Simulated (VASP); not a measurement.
# HgH3 (Pm-3m) in VASP: a series of runs

HgH3 is run at these levels: PBE; tasks: single point, relaxation of cell and atoms.

All numbers are computed with VASP 6.6.1; they aren't measurements. Logs are shortened: lines on timing, memory, paths and dates and some standing lists are left out, and cuts for length are marked.

### Step 1. The cell of the first run

Symmetry: Pm-3m, No. 221, cubic system. The conventional cell has a = 3.301 Å, b = 3.301 Å, c = 3.301 Å, α = 90.00°, β = 90.00°, γ = 90.00°. Hg (site symmetry m-3m) has 12 H at 2.33 Å within 3.1 Å. Within 3.1 Å of H (site symmetry 4/mmm) lie 4 Hg at 2.33 Å and 8 H at 2.33 Å.

### Step 2. Single point, PBE

INCAR reads:

```
ALGO = Normal ; EDIFF = 1E-6
ENCUT = 520 ; GGA = PE
ISIF = 2 ; ISMEAR = 0
LASPH = True ; LCHARG = True
LELF = True ; LREAL = False
LVHAR = True ; LWAVE = False
NBANDS = 16 ; NELM = 60
PREC = Accurate ; SIGMA = 0.1
```

KPOINTS reads:

```
k-points
0
Gamma
  14 14 14
```

POSCAR reads:

```
HgH3
1.0
    3.3014021301      0.0000000000      0.0000000000
    0.0000000000      3.3014021301      0.0000000000
    0.0000000000      0.0000000000      3.3014021301
Hg H
1 3
Direct
    0.0000000000      0.0000000000      0.0000000000
    0.0000000000      0.5000000000      0.5000000000
    0.5000000000      0.0000000000      0.5000000000
    0.5000000000      0.5000000000      0.0000000000
```

Potentials or basis: VASP PAW PBE potentials, release 64 (Hg, H).

The run is started by

```
$ cat potpaw_PBE.64/Hg/POTCAR potpaw_PBE.64/H/POTCAR > POTCAR
$ mpirun -np 1 vasp_std > vasp.out
```

OUTCAR:

```text
EDIFF = 1E-6
   ENCUT = 520
   GGA = PE
   ISIF = 2
   ISMEAR = 0
   LASPH = True
   LREAL = False
   NELM = 60
   PREC = Accurate

 ion  position               nearest neighbor table
   1  0.000  0.000  0.000-   2 2.33   3 2.33   4 2.33   2 2.33   3 2.33   2 2.33   4 2.33   2 2.33
                             3 2.33   4 2.33   3 2.33   4 2.33
   2  0.000  0.500  0.500-   1 2.33   1 2.33   1 2.33   1 2.33
   3  0.500  0.000  0.500-   1 2.33   1 2.33   1 2.33   1 2.33
   4  0.500  0.500  0.000-   1 2.33   1 2.33   1 2.33   1 2.33

  LATTYP: Found a simple cubic cell.
 ALAT       =     3.3014021301

  Lattice vectors:

 A1 = (   3.3014021301,   0.0000000000,   0.0000000000)
 A2 = (   0.0000000000,   3.3014021301,   0.0000000000)
 A3 = (   0.0000000000,   0.0000000000,   3.3014021301)

Analysis of symmetry for initial positions (statically):
=====================================================================
 Subroutine PRICEL returns:
 Original cell was already a primitive cell.

 Routine SETGRP: Setting up the symmetry group for a
 simple cubic supercell.

 Subroutine GETGRP returns: Found 48 space group operations
 (whereof 48 operations were pure point group operations)
 out of a pool of 48 trial point group operations.

The static configuration has the point symmetry O_h .

Analysis of symmetry for dynamics (positions and initial velocities):
=====================================================================
 Subroutine PRICEL returns:
 Original cell was already a primitive cell.

 Routine SETGRP: Setting up the symmetry group for a
 simple cubic supercell.

 Subroutine GETGRP returns: Found 48 space group operations
 (whereof 48 operations were pure point group operations)
 out of a pool of 48 trial point group operations.

The dynamic configuration has the point symmetry O_h .

 Subroutine INISYM returns: Found 48 space group operations
 (whereof 48 operations are pure point group operations),
 and found     1 'primitive' translations

----------------------------------------------------------------------------------------

                                     Primitive cell

  volume of cell :      35.9828

  direct lattice vectors                    reciprocal lattice vectors
     3.301402130  0.000000000  0.000000000     0.302901604  0.000000000  0.000000000
     0.000000000  3.301402130  0.000000000     0.000000000  0.302901604  0.000000000
     0.000000000  0.000000000  3.301402130     0.000000000  0.000000000  0.302901604

  length of vectors
     3.301402130  3.301402130  3.301402130     0.302901604  0.302901604  0.302901604

  position of ions in fractional coordinates (direct lattice)
     0.000000000  0.000000000  0.000000000
     0.000000000  0.500000000  0.500000000
     0.500000000  0.000000000  0.500000000
     0.500000000  0.500000000  0.000000000

  ion indices of the primitive-cell ions
   primitive index   ion index
                 1           1
                 2           2
                 3           3
                 4           4

----------------------------------------------------------------------------------------

 KPOINTS: k-points

Automatic generation of k-mesh.
 Grid dimensions read from file:
 generate k-points for:   14   14   14

 Generating k-lattice:

  Cartesian coordinates                     Fractional coordinates (reciprocal lattice)
     0.021635829  0.000000000  0.000000000     0.071428571  0.000000000  0.000000000
     0.000000000  0.021635829  0.000000000     0.000000000  0.071428571  0.000000000
     0.000000000  0.000000000  0.021635829     0.000000000  0.000000000  0.071428571

  Length of vectors
     0.021635829  0.021635829  0.021635829

  Shift w.r.t. Gamma in fractional coordinates (k-lattice)
     0.000000000  0.000000000  0.000000000

 Subroutine IBZKPT returns following result:
 ===========================================

 Found    120 irreducible k-points:

 Following reciprocal coordinates:
            Coordinates               Weight
  0.000000  0.000000  0.000000      1.000000
  0.071429  0.000000  0.000000      6.000000
  0.142857  0.000000  0.000000      6.000000
  0.214286  0.000000  0.000000      6.000000
  0.285714  0.000000  0.000000      6.000000
  0.357143  0.000000  0.000000      6.000000
[... 16 lines left out ...]
  0.285714  0.214286  0.000000     24.000000
  0.357143  0.214286  0.000000     24.000000
 [... further k-points ...]
   k-points           NKPTS =    120   k-points in BZ     NKDIM =    120   number of bands    NBANDS=     16
   number of dos      NEDOS =    301   number of ions     NIONS =      4
   total plane-waves  NPLWV =  21952
   dimension x,y,z NGX =    28 NGY =   28 NGZ =   28
   dimension x,y,z NGXF=    56 NGYF=   56 NGZF=   56
   ions per type =               1   3
   NGX,Y,Z   is equivalent  to a cutoff of  14.10, 14.10, 14.10 a.u.
   NGXF,Y,Z  is equivalent  to a cutoff of  28.20, 28.20, 28.20 a.u.
 SYSTEM =  unknown system
   PREC   = accura    normal or accurate (medium, high low for compatibility)
   ISTART =      0    job   : 0-new  1-cont  2-samecut
   ICHARG =      2    charge: 1-file 2-atom 10-const
   ISPIN  =      1    spin polarized calculation?
   LNONCOLLINEAR =      F non collinear calculations
   LSORBIT =      F    spin-orbit coupling
   LASPH  =      T    aspherical Exc in radial PAW
   ENCUT  =  520.0 eV  38.22 Ry    6.18 a.u.   6.14  6.14  6.14*2*pi/ulx,y,z
   NELM   =     60;   NELMIN=  2; NELMDL= -5     # of ELM steps
   EDIFF  = 0.1E-05   stopping-criterion for ELM
   LREAL  =      F    real-space projection
   EDIFFG = 0.1E-04   stopping-criterion for IOM
   NSW    =      0    number of steps for IOM
   IBRION =     -1    ionic relax: 0-MD 1-quasi-New 2-CG
   NFREE  =      0    steps in history (QN), initial steepest desc. (CG)
   ISIF   =      2    stress and relaxation
   ISYM   =      2    0-nonsym 1-usesym 2-fastsym
   POTIM  = 0.5000    time-step for ionic-motion
   TEBEG  =    0.0;   TEEND  =   0.0 temperature during run
   PSTRESS=    0.0 pullay stress
   NELECT =      15.0000    total number of electrons
   NUPDOWN=      -1.0000    fix difference up-down
   EMIN   =  10.00;   EMAX   =-10.00  energy-range for DOS
   EFERMI =   0.00;   METHOD = LEGACY
   ISMEAR =     0;   SIGMA  =   0.10  broadening in eV -4-tet -1-fermi 0-gaus
   EFERMI_NEDOS =   21; number of points for ismear=-14 and -15
   IALGO  =     38    algorithm
   IMIX   =      4    mixing-type and parameters
     AMIX     =   0.40;   BMIX     =  1.00
     AMIX_MAG =   1.60;   BMIX_MAG =  1.00
  volume/ion in A,a.u.               =       9.00        60.71
  Fermi-wavevector in a.u.,A,eV,Ry     =   1.222945  2.311030 20.348789  1.495594
  Thomas-Fermi vector in A             =   2.358073
   LORBIT       =      0    0 simple, 1 ext, 2 COOP (PROOUT), +10 PAW based schemes
   GGA     = PE    functional components
   LHFCALC =     F    Hartree Fock is set to
   AEXX    =    0.0000 exact exchange contribution
   IVDW    =     0    specifies the selected vdW correction
   LEPSILON=     F    determine dielectric tensor
   LRPA    =     F    only Hartree local field effects (RPA)
 non-spin polarized calculation
 Gauss-broadening in eV      SIGMA  =   0.10
  energy-cutoff  :      520.00
  volume of cell :       35.98
 maximum number of plane-waves:       992
 NGX is ok and might be reduce to    28
   NGX = 13   NGY = 13   NGZ = 13

 number of electron      14.9999997 magnetization

 Free energy of the ion-electron system (eV)
  ---------------------------------------------------
  ext. energy  EPLUGINS =         0.00000000
  ---------------------------------------------------
  free energy    TOTEN  =        -5.59931267 eV

  energy without entropy =       -5.59073573  energy(sigma->0) =       -5.59502420

 E-fermi :   1.9195     XC(G=0): -10.5153

 val. band max:        1.8877376568   @ k =   0.2143   0.2143   0.0000
 cond. band min:       1.9326714015   @ k =   0.4286   0.2857   0.1429
 fundamental gap:      0.0449337447
 Fermi energy:         1.9194974521

 k-point     1 :       0.0000    0.0000    0.0000
  band No.  band energies     occupation
      1      -8.7031      2.00000
      2      -6.0430      2.00000
      3      -6.0430      2.00000
      4      -4.5314      2.00000
      5      -4.5314      2.00000
      6      -4.5314      2.00000
[... 8 lines left out ...]
     15      19.5587      0.00000
     16      20.8941      0.00000

 k-point     2 :       0.0714    0.0000    0.0000
  band No.  band energies     occupation
      1      -8.6276      2.00000
      2      -6.0258      2.00000
      3      -6.0136      2.00000
      4      -4.5545      2.00000
      5      -4.5545      2.00000
      6      -4.5296      2.00000
[... 8 lines left out ...]
     15      19.4665      0.00000
     16      20.0609      0.00000

 k-point     3 :       0.1429    0.0000    0.0000
  band No.  band energies     occupation
      1      -8.4053      2.00000
      2      -5.9770      2.00000
      3      -5.9275      2.00000
      4      -4.6182      2.00000
      5      -4.6182      2.00000
      6      -4.5246      2.00000
[... 8 lines left out ...]
     15      19.0339      0.00000
     16      19.0339      0.00000

 k-point     4 :       0.2143    0.0000    0.0000
  band No.  band energies     occupation
      1      -8.0505      2.00000
      2      -5.9047      2.00000
      3      -5.7905      2.00000
      4      -4.7081      2.00000
      5      -4.7081      2.00000
      6      -4.5172      2.00000
[... 8 lines left out ...]
     15      18.1193      0.00000
     16      18.1193      0.00000

 k-point     5 :       0.2857    0.0000    0.0000
  band No.  band energies     occupation
      1      -7.5955      2.00000
      2      -5.8215      2.00000
      3      -5.6052      2.00000
      4      -4.8049      2.00000
      5      -4.8049      2.00000
      6      -4.5091      2.00000
[... 8 lines left out ...]
     15      16.9676      0.00000
     16      16.9676      0.00000

 k-point     6 :       0.3571    0.0000    0.0000
  band No.  band energies     occupation
      1      -7.1092      2.00000
      2      -5.7439      2.00000
      3      -5.3589      2.00000
      4      -4.8896      2.00000
      5      -4.8896      2.00000
      6      -4.5017      2.00000
[... 8 lines left out ...]
     15      16.4945      0.00000
     16      16.6378      0.00000

 k-point     7 :       0.4286    0.0000    0.0000
  band No.  band energies     occupation
      1      -6.7216      2.00000
      2      -5.6886      2.00000
      3      -5.0319      2.00000
      4      -4.9469      2.00000
      5      -4.9469      2.00000
      6      -4.4966      2.00000
[... 8 lines left out ...]
     15      16.2857      0.00000
     16      17.2269      0.00000

 k-point     8 :       0.5000    0.0000    0.0000
  band No.  band energies     occupation
      1      -6.5754      2.00000
      2      -5.6686      2.00000
      3      -4.9672      2.00000
      4      -4.9672      2.00000
      5      -4.8059      2.00000
      6      -4.4948      2.00000
[... 8 lines left out ...]
     15      16.2172      0.00000
     16      17.4303      0.00000

 k-point     9 :       0.0714    0.0714    0.0000
  band No.  band energies     occupation
      1      -8.5523      2.00000
      2      -6.0029      2.00000
      3      -5.9899      2.00000
      4      -4.5786      2.00000
      5      -4.5553      2.00000
      6      -4.5498      2.00000
[... 8 lines left out ...]
     15      19.4166      0.00000
     16      20.4410      0.00000
[... 172 lines left out ...]
 k-point    19 :       0.3571    0.1429    0.0000
  band No.  band energies     occupation
      1      -6.8510      2.00000
      2      -5.6719      2.00000
      3      -5.4741      2.00000
      4      -4.8775      2.00000
      5      -4.7492      2.00000
      6      -4.5821      2.00000
[... 8 lines left out ...]
     15      16.9112      0.00000
     16      18.9197      0.00000

 k-point    20 :       0.4286    0.1429    0.0000
  band No.  band energies     occupation
      1      -6.4634      2.00000
      2      -5.6243      2.00000
      3      -5.5118      2.00000
      4      -4.9340      2.00000
      5      -4.5762      2.00000
      6      -4.3744      2.00000
[... 8 lines left out ...]
     15      17.0552      0.00000
     16      18.1067      0.00000

 k-point    21 :       0.5000    0.1429    0.0000
  band No.  band energies     occupation
      1      -6.3033      2.00000
      2      -5.6145      2.00000
      3      -5.5469      2.00000
      4      -4.9539      2.00000
      5      -4.5740      2.00000
      6      -4.0164      2.00000
[... 8 lines left out ...]
     15      17.3109      0.00000
     16      17.6218      0.00000

 k-point    22 :       0.2143    0.2143    0.0000
  band No.  band energies     occupation
      1      -7.4301      2.00000
      2      -5.7607      2.00000
      3      -5.5700      2.00000
      4      -4.8876      2.00000
      5      -4.7010      2.00000
      6      -4.6751      2.00000
[... 8 lines left out ...]
     15      18.7425      0.00000
     16      18.8777      0.00000

 k-point    23 :       0.2857    0.2143    0.0000
  band No.  band energies     occupation
      1      -7.0158      2.00000
      2      -5.7184      2.00000
      3      -5.4210      2.00000
      4      -4.8866      2.00000
      5      -4.7834      2.00000
      6      -4.6750      2.00000
[... 8 lines left out ...]
     15      17.8026      0.00000
     16      19.2980      0.00000

 k-point    24 :       0.3571    0.2143    0.0000
  band No.  band energies     occupation
      1      -6.5907      2.00000
      2      -5.7203      2.00000
      3      -5.3623      2.00000
      4      -4.8647      2.00000
      5      -4.6657      2.00000
      6      -4.6304      2.00000
[... 8 lines left out ...]
     15      17.9703      0.00000
     16      19.9282      0.00000

 [... further k-points ...]
[... 5 lines left out ...]
  --------------------------------------------------------------------------------------
  -------------------------------------------------------------------------------------
  Total        0.0385010      0.0385010      0.0385010      0.0000000      0.0000000     -0.0000000
  in kB        1.7143032      1.7143032      1.7143032      0.0000000      0.0000000     -0.0000000
  external PRESSURE =       1.7143032 kB  Pullay stress =       0.0000000 kB

 VOLUME and BASIS-vectors are now :
 -----------------------------------------------------------------------------
  energy-cutoff  :      520.00
  volume of cell :       35.98
      direct lattice vectors                 reciprocal lattice vectors
     3.301402130  0.000000000  0.000000000     0.302901604  0.000000000  0.000000000
     0.000000000  3.301402130  0.000000000     0.000000000  0.302901604  0.000000000
     0.000000000  0.000000000  3.301402130     0.000000000  0.000000000  0.302901604

 POSITION                                       TOTAL-FORCE (eV/Angst)
 -----------------------------------------------------------------------------------
      0.00000      0.00000      0.00000         0.000000      0.000000      0.000000
      0.00000      1.65070      1.65070         0.000000      0.000000      0.000000
      1.65070      0.00000      1.65070         0.000000      0.000000      0.000000
      1.65070      1.65070      0.00000         0.000000      0.000000      0.000000
 -----------------------------------------------------------------------------------
    total drift:                               -0.000000     -0.000000     -0.000000

  FREE ENERGIE OF THE ION-ELECTRON SYSTEM (eV)
  ---------------------------------------------------
  free  energy   TOTEN  =        -5.5993126653 eV

  energy  without entropy=       -5.5907357297  energy(sigma->0) =       -5.59502420
```

It took 32 s on 1 thread of Intel Xeon 6975P-C (Granite Rapids), shared host; peak memory 0.2 GiB.

Results:

```
Free energy : -5.5993 eV
Pressure    : 0.2 GPa
```

Levels at points of the mesh, in eV from the Fermi level:
| k point | band 3 | band 4 | band 5 | band 6 | band 7 | band 8 | band 9 | band 10 | band 11 | band 12 |
| --- | --- | --- | --- | --- | --- | --- | --- | --- | --- | --- |
| (0.00, 0.00, 0.00) | -7.96 | -6.45 | -6.45 | -6.45 | 1.60 | 1.60 | 5.44 | 6.04 | 6.04 | 6.04 |
| (0.50, 0.00, 0.00) | -6.89 | -6.89 | -6.73 | -6.41 | -4.95 | 0.65 | 4.62 | 9.24 | 9.24 | 10.82 |
| (0.50, 0.50, 0.00) | -6.82 | -6.82 | -6.07 | -4.11 | -4.11 | -1.75 | -0.58 | 8.36 | 8.36 | 10.66 |
| (0.50, 0.50, 0.50) | -8.12 | -6.04 | -6.04 | 0.15 | 0.15 | 0.15 | 1.25 | 2.17 | 2.17 | 2.17 |

Caveat: spin-orbit coupling is left out, which moves the levels of the heavy elements.

### Step 3. Relaxation of cell and atoms, PBE

This run uses another cell than the first one, of 8.96 Å³/atom, 0.996 times its volume.

INCAR reads:

```
SYSTEM = HgH3
PREC = Accurate ; ENCUT = 600
EDIFF = 1E-7 ; ISMEAR = 0
SIGMA = 0.1 ; LREAL = .False.
LASPH = .True. ; NELM = 60
ALGO = Normal ; ISIF = 3
LWAVE = .False. ; LCHARG = .False.
GGA = PE ; IBRION = 2
NSW = 100 ; EDIFFG = -0.01
```

KPOINTS reads:

```
regular mesh
0
Gamma
  14 14 14
  0 0 0
```

POSCAR reads:

```
HgH3
1.0
    3.2966661555      0.0000000000      0.0000000000
    0.0000000000      3.2966661555      0.0000000000
    0.0000000000      0.0000000000      3.2966661555
Hg H
1 3
Direct
    0.0000000000      0.0000000000      0.0000000000
    0.0000000000      0.5000000000      0.5000000000
    0.5000000000      0.0000000000      0.5000000000
    0.5000000000      0.5000000000      0.0000000000
```

Potentials or basis: VASP PAW PBE potentials, release 64 (Hg, H).

The run is started by

```
$ cat potpaw_PBE.64/Hg/POTCAR potpaw_PBE.64/H/POTCAR > POTCAR
$ mpirun -np 1 vasp_std > vasp.out
```

Wall time 49 s (1 thread of Intel Xeon 6975P-C (Granite Rapids), shared host); peak memory 0.21 GiB.

The run converged. Its results:

| Property | Result |
| --- | --- |
| Free energy | -5.5997 eV |
| Relaxed volume | 9.04 Å³/atom |
| Relaxed cell | a = 3.307 Å, b = 3.307 Å, c = 3.307 Å, α = 90.00°, β = 90.00°, γ = 90.00° |
| Space group after relaxing (to 0.05 Å) | Pm-3m (No. 221) |
| Energy gained by relaxing | 0.1 meV/atom |
| Ionic steps | 3 |
| Pressure after relaxing | 0.0 GPa |

Step by step:
| step | energy change (eV) | largest force (eV/Å) | pressure (GPa) | volume (Å³) |
| --- | --- | --- | --- | --- |
| 1 | 0.0000 | 0.0000 | 0.63 | 35.83 |
| 2 | -0.0005 | 0.0000 | 0.25 | 36.01 |
| 3 | -0.0006 | 0.0000 | -0.04 | 36.15 |

Final structure:
```yaml
crystal:
  lattice:
    - [3.30661, 0.00000, 0.00000]
    - [0.00000, 3.30661, 0.00000]
    - [0.00000, 0.00000, 3.30661]
  atoms:
    - { symbol: Hg, position: [0.00000, 0.00000, 0.00000] }
    - { symbol: H, position: [0.00000, 0.50000, 0.50000] }
    - { symbol: H, position: [0.50000, 0.00000, 0.50000] }
    - { symbol: H, position: [0.50000, 0.50000, 0.00000] }
```

Levels at points of the mesh, in eV from the Fermi level:
| k point | band 3 | band 4 | band 5 | band 6 | band 7 | band 8 | band 9 | band 10 | band 11 |
| --- | --- | --- | --- | --- | --- | --- | --- | --- | --- |
| (0.00, 0.00, 0.00) | -7.93 | -6.44 | -6.44 | -6.44 | 1.59 | 1.59 | 5.42 | 6.04 | 6.04 |
| (0.50, 0.00, 0.00) | -6.87 | -6.87 | -6.69 | -6.40 | -4.95 | 0.65 | 4.59 | 9.23 | 9.23 |
| (0.50, 0.50, 0.00) | -6.80 | -6.80 | -6.06 | -4.08 | -4.08 | -1.75 | -0.58 | 8.34 | 8.34 |
| (0.50, 0.50, 0.50) | -8.09 | -6.03 | -6.03 | 0.14 | 0.14 | 0.14 | 1.23 | 2.18 | 2.18 |

Caveat: spin-orbit coupling is left out, which moves the levels of the heavy elements.
